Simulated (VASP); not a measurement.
**TeRu: single point with PBEsol**

The system is TeRu.

```xyz
2
Lattice="0.0000 2.8985 2.8985 2.8985 0.0000 2.8985 2.8985 2.8985 0.0000" Properties=species:S:1:pos:R:3 pbc="T T T"
Ru    0.0000    0.0000    0.0000
Te    1.4493    1.4493    1.4493
```

```
Program             : VASP 6.6.1
Task                : single point
Functional          : PBEsol
Potentials or basis : VASP PAW PBE potentials, release 64 (Ru_pv, Te)
Cutoff              : 520 eV
k mesh              : 8 × 8 × 8
Occupations         : gaussian, width 0.05 eV
Spin                : no spin polarisation
```

| Item | Value |
| --- | --- |
| Pressure | 0.9 GPa |
| Band gap on the k mesh | zero (bands 10 and 11 overlap by 3.41 eV) |

Levels at points of the mesh, in eV from the Fermi level:
```tsv
k point	band 6	band 7	band 8	band 9	band 10	band 11	band 12	band 13	band 14	band 15
(0.00, 0.00, 0.00)	-4.38	-4.38	-1.53	-1.53	3.01	3.91	3.91	3.91	6.54	6.54
(0.50, 0.00, 0.00)	-4.05	-4.05	-1.39	-1.39	-1.16	1.82	1.82	4.19	7.66	7.66
(0.50, 0.50, 0.00)	-3.33	-3.33	-1.95	-1.18	-0.87	-0.38	-0.38	5.00	5.59	11.37
```

Run time: 9.9 s on 1 thread of AMD EPYC 9R45 96-Core Processor (Zen 5) (shared host), peak memory 0.15 GiB.

Caveat: the PAW data sets were made with another functional, which shifts forces and pressure a little; spin-orbit coupling is left out, which moves the levels of the heavy elements.
